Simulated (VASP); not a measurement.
# GaSb (I-4m2) in VASP: single point with r2SCAN

Aim: the single point of GaSb with r2SCAN.

Program: VASP 6.6.1. These are calculated values, not measurements. Logs are shortened: lines on timing, memory, paths and dates and some standing lists are left out, and cuts for length are marked.

## 1. The cell of the first run

Symmetry: I-4m2, No. 119, tetragonal system. Conventional cell: a = 4.336 Å, b = 4.336 Å, c = 5.940 Å, α = 90.00°, β = 90.00°, γ = 90.00°. Within 3.5 Å of Ga (site symmetry -4m2) lie 4 Sb at 2.63 Å. Within 3.5 Å of Sb (site symmetry -4m2) lie 4 Ga at 2.63 Å.

## 2. Single point, r2SCAN (uniaxial x strain -3.1%)

POSCAR reads:

```
GaSb
1.0
    0.0000000000      3.0658787992      3.0658787992
    2.9702233807      0.0000000000      3.0658787992
    2.9702233807      3.0658787992      0.0000000000
Ga Sb
1 1
Direct
    0.0000000000      0.0000000000      0.0000000000
    0.2500000000      0.2500000000      0.2500000000
```

INCAR.step1 reads:

```
SYSTEM = GaSb
ALGO = Normal
EDIFF = 1E-5
ENCUT = 550
GGA = PE
GGA_COMPAT = .FALSE.
ISMEAR = -1
LASPH = .TRUE.
LCHARG = .FALSE.
LREAL = .FALSE.
LWAVE = .TRUE.
NBANDS = 21
NELM = 120
PREC = Accurate
SIGMA = 0.02
```

INCAR.step2 reads:

```
SYSTEM = GaSb
ALGO = Normal
EDIFF = 1E-6
ENCUT = 550
GGA_COMPAT = .FALSE.
ISIF = 2
ISMEAR = -1
ISTART = 1
LASPH = .TRUE.
LCHARG = .FALSE.
LMIXTAU = .TRUE.
LREAL = .FALSE.
LWAVE = .FALSE.
METAGGA = R2SCAN
NBANDS = 21
NELM = 120
PREC = Accurate
SIGMA = 0.02
```

KPOINTS reads:

```
k-points
0
G
  8 8 8
  0 0 0
```

Potentials or basis: VASP PAW PBE potentials, release 64 (Ga_d, Sb_d_GW).

Launch:

```bash
$ cat potpaw_PBE.64/Ga_d/POTCAR potpaw_PBE.64/Sb_d_GW/POTCAR > POTCAR
$ cp INCAR.step1 INCAR
$ mpirun -np 1 vasp_std > vasp.out
$ cp INCAR.step2 INCAR
$ mpirun -np 1 vasp_std > vasp.out
```

OUTCAR:

```text
SYSTEM = GaSb
   EDIFF = 1E-6
   ENCUT = 550
   ISIF = 2
   ISMEAR = -1
   ISTART = 1
   LASPH = .TRUE.
   LREAL = .FALSE.
   METAGGA = R2SCAN
   NELM = 120
   PREC = Accurate

 ion  position               nearest neighbor table
   1  0.000  0.000  0.000-   2 2.63   2 2.63   2 2.63   2 2.63
   2  0.250  0.250  0.250-   1 2.63   1 2.63   1 2.63   1 2.63

  LATTYP: Found a body centered tetragonal cell.
 ALAT       =     4.3358073784
 C/A-ratio  =     1.3700900992

  Lattice vectors:

 A1 = (  -2.9702233807,   0.0000000000,  -3.0658787992)
 A2 = (  -2.9702233807,   0.0000000000,   3.0658787992)
 A3 = (   2.9702233807,   3.0658787992,   0.0000000000)

Analysis of symmetry for initial positions (statically):
=====================================================================
 Subroutine PRICEL returns:
 Original cell was already a primitive cell.

 Routine SETGRP: Setting up the symmetry group for a
 body centered tetragonal supercell.

 Subroutine GETGRP returns: Found  8 space group operations
 (whereof  8 operations were pure point group operations)
 out of a pool of 16 trial point group operations.

The static configuration has the point symmetry D_2d.

Analysis of symmetry for dynamics (positions and initial velocities):
=====================================================================
 Subroutine PRICEL returns:
 Original cell was already a primitive cell.

 Routine SETGRP: Setting up the symmetry group for a
 body centered tetragonal supercell.

 Subroutine GETGRP returns: Found  8 space group operations
 (whereof  8 operations were pure point group operations)
 out of a pool of 16 trial point group operations.

The dynamic configuration has the point symmetry D_2d.

 Subroutine INISYM returns: Found  8 space group operations
 (whereof  8 operations are pure point group operations),
 and found     1 'primitive' translations

----------------------------------------------------------------------------------------

                                     Primitive cell

  volume of cell :      55.8379

  direct lattice vectors                    reciprocal lattice vectors
     0.000000000  3.065878799  3.065878799    -0.168337507  0.163085377  0.163085377
[... 74 lines left out ...]
   NGX,Y,Z   is equivalent  to a cutoff of  13.80, 14.02, 14.02 a.u.
   NGXF,Y,Z  is equivalent  to a cutoff of  27.61, 28.04, 28.04 a.u.
 SYSTEM =  GaSb
   PREC   = accura    normal or accurate (medium, high low for compatibility)
   ISTART =      1    job   : 0-new  1-cont  2-samecut
   ICHARG =      0    charge: 1-file 2-atom 10-const
   ISPIN  =      1    spin polarized calculation?
   LNONCOLLINEAR =      F non collinear calculations
   LSORBIT =      F    spin-orbit coupling
   LASPH  =      T    aspherical Exc in radial PAW
   ENCUT  =  550.0 eV  40.42 Ry    6.36 a.u.   8.29  8.16  8.16*2*pi/ulx,y,z
   NELM   =    120;   NELMIN=  2; NELMDL=  0     # of ELM steps
   EDIFF  = 0.1E-05   stopping-criterion for ELM
   LREAL  =      F    real-space projection
   EDIFFG = 0.1E-04   stopping-criterion for IOM
   NSW    =      0    number of steps for IOM
   IBRION =     -1    ionic relax: 0-MD 1-quasi-New 2-CG
   NFREE  =      0    steps in history (QN), initial steepest desc. (CG)
   ISIF   =      2    stress and relaxation
   ISYM   =      2    0-nonsym 1-usesym 2-fastsym
   POTIM  = 0.5000    time-step for ionic-motion
   TEBEG  =    0.0;   TEEND  =   0.0 temperature during run
   PSTRESS=    0.0 pullay stress
   NELECT =      28.0000    total number of electrons
   NUPDOWN=      -1.0000    fix difference up-down
   EMIN   =  10.00;   EMAX   =-10.00  energy-range for DOS
   EFERMI =   0.00;   METHOD = LEGACY
   ISMEAR =    -1;   SIGMA  =   0.02  broadening in eV -4-tet -1-fermi 0-gaus
   EFERMI_NEDOS =   21; number of points for ismear=-14 and -15
   IALGO  =     38    algorithm
   IMIX   =      4    mixing-type and parameters
     AMIX     =   0.40;   BMIX     =  1.00
     AMIX_MAG =   1.60;   BMIX_MAG =  1.00
  volume/ion in A,a.u.               =      27.92       188.41
  Fermi-wavevector in a.u.,A,eV,Ry     =   1.300622  2.457820 23.015860  1.691618
  Thomas-Fermi vector in A             =   2.431809
   LORBIT       =      0    0 simple, 1 ext, 2 COOP (PROOUT), +10 PAW based schemes
   METAGGA = R2SCAN    functional components
   LHFCALC =     F    Hartree Fock is set to
   AEXX    =    0.0000 exact exchange contribution
   IVDW    =     0    specifies the selected vdW correction
   LEPSILON=     F    determine dielectric tensor
   LRPA    =     F    only Hartree local field effects (RPA)
 non-spin polarized calculation
  energy-cutoff  :      550.00
  volume of cell :       55.84
 maximum number of plane-waves:      1655
 NGX is ok and might be reduce to    36
   NGX = 17   NGY = 17   NGZ = 17

 number of electron      28.0000016 magnetization

 Free energy of the ion-electron system (eV)
  ---------------------------------------------------
  ext. energy  EPLUGINS =         0.00000000
  ---------------------------------------------------
  free energy    TOTEN  =       -37.61670073 eV

  energy without entropy =      -37.61670073  energy(sigma->0) =      -37.61670073

 E-fermi :   4.2805     XC(G=0): -10.1976

 val. band max:        4.0281112924   @ k =   0.0000   0.0000   0.0000
 cond. band min:       4.5333427632   @ k =   0.0000   0.0000   0.0000
 fundamental gap:      0.5052314708
 Fermi energy:         4.2804969855

 k-point     1 :       0.0000    0.0000    0.0000
  band No.  band energies     occupation
      1     -25.6256      2.00000
      2     -25.6239      2.00000
      3     -25.6239      2.00000
      4     -25.5972      2.00000
      5     -25.5951      2.00000
      6     -11.6387      2.00000
[... 565 lines left out ...]
     20      12.5630      0.00000
     21      13.9435      0.00000

 [... further k-points ...]
[... 5 lines left out ...]
  --------------------------------------------------------------------------------------
  -------------------------------------------------------------------------------------
  Total        0.9842635      0.4615233      0.4615233      0.0000000      0.0000000      0.0000000
  in kB       28.2418329     13.2426587     13.2426587      0.0000000      0.0000000      0.0000000
  external PRESSURE =      18.2423835 kB  Pullay stress =       0.0000000 kB

 VOLUME and BASIS-vectors are now :
 -----------------------------------------------------------------------------
  energy-cutoff  :      550.00
  volume of cell :       55.84
      direct lattice vectors                 reciprocal lattice vectors
     0.000000000  3.065878799  3.065878799    -0.168337507  0.163085377  0.163085377
     2.970223381  0.000000000  3.065878799     0.168337507 -0.163085377  0.163085377
     2.970223381  3.065878799  0.000000000     0.168337507  0.163085377 -0.163085377

 POSITION                                       TOTAL-FORCE (eV/Angst)
 -----------------------------------------------------------------------------------
      0.00000      0.00000      0.00000         0.000000      0.000000      0.000000
      1.48511      1.53294      1.53294        -0.000000     -0.000000     -0.000000
 -----------------------------------------------------------------------------------
    total drift:                                0.000002     -0.000001     -0.000001

  FREE ENERGIE OF THE ION-ELECTRON SYSTEM (eV)
  ---------------------------------------------------
  free  energy   TOTEN  =       -37.6167007325 eV

  energy  without entropy=      -37.6167007254  energy(sigma->0) =      -37.61670073
```

OSZICAR.step1:

```text
N       E                     dE             d eps       ncg     rms          rms(c)
DAV:   1     0.179270992157E+03    0.17927E+03   -0.11741E+04  3368   0.122E+04
DAV:   2     0.126118557927E+02   -0.16666E+03   -0.16126E+03  4321   0.123E+03
DAV:   3    -0.675623309712E+01   -0.19368E+02   -0.19292E+02  4170   0.177E+02
DAV:   4    -0.737188313544E+01   -0.61565E+00   -0.61540E+00  3626   0.220E+01
DAV:   5    -0.739236054058E+01   -0.20477E-01   -0.20473E-01  3332   0.360E+00    0.301E+00
DAV:   6    -0.734786735527E+01    0.44493E-01   -0.84851E-02  4162   0.561E+00    0.185E+00
DAV:   7    -0.733135748530E+01    0.16510E-01   -0.40022E-02  3817   0.477E+00    0.218E-01
DAV:   8    -0.733240098091E+01   -0.10435E-02   -0.55506E-03  3440   0.131E+00    0.750E-02
DAV:   9    -0.733300490253E+01   -0.60392E-03   -0.71117E-04  3065   0.383E-01    0.286E-02
DAV:  10    -0.733307738804E+01   -0.72486E-04   -0.10001E-04  3075   0.119E-01    0.955E-03
DAV:  11    -0.733308739883E+01   -0.10011E-04   -0.23521E-05  2387   0.676E-02    0.283E-03
DAV:  12    -0.733308799106E+01   -0.59223E-06   -0.20783E-06  1769   0.232E-02
   1 F= -.73330880E+01 E0= -.73330609E+01  d E =-.541155E-04
```

Run time: 5.4 min. Hardware: 1 thread of AMD EPYC 7R13 (Zen 3), shared host; peak memory 0.25 GiB.

Results:

```
Free energy            : -37.6167 eV
Pressure               : 1.8 GPa
Band gap on the k mesh : 0.51 eV
```

Levels at points of the mesh, in eV from the valence-band top:
| k point | band 12 | band 13 | band 14 | band 15 | band 16 | band 17 |
| --- | --- | --- | --- | --- | --- | --- |
| (0.00, 0.00, 0.00) | -0.19 | -0.19 | 0.00 | 0.51 | 2.79 | 2.90 |
| (0.50, 0.00, 0.00) | -6.83 | -1.50 | -1.25 | 0.61 | 3.81 | 4.02 |
| (0.50, 0.50, 0.00) | -7.33 | -2.85 | -2.82 | 1.07 | 1.39 | 9.26 |
| (0.00, 0.50, 0.50) | -7.17 | -3.04 | -3.04 | 0.80 | 1.18 | 9.36 |

Caveat: the cell differs from its parent crystal (uniaxial x strain -3.1%); semilocal functionals underestimate gaps, and a narrow one can read as zero; the PAW data sets were made with another functional, which shifts forces and pressure a little; spin-orbit coupling is left out, which moves the levels of the heavy elements. A k mesh can miss the band edges.
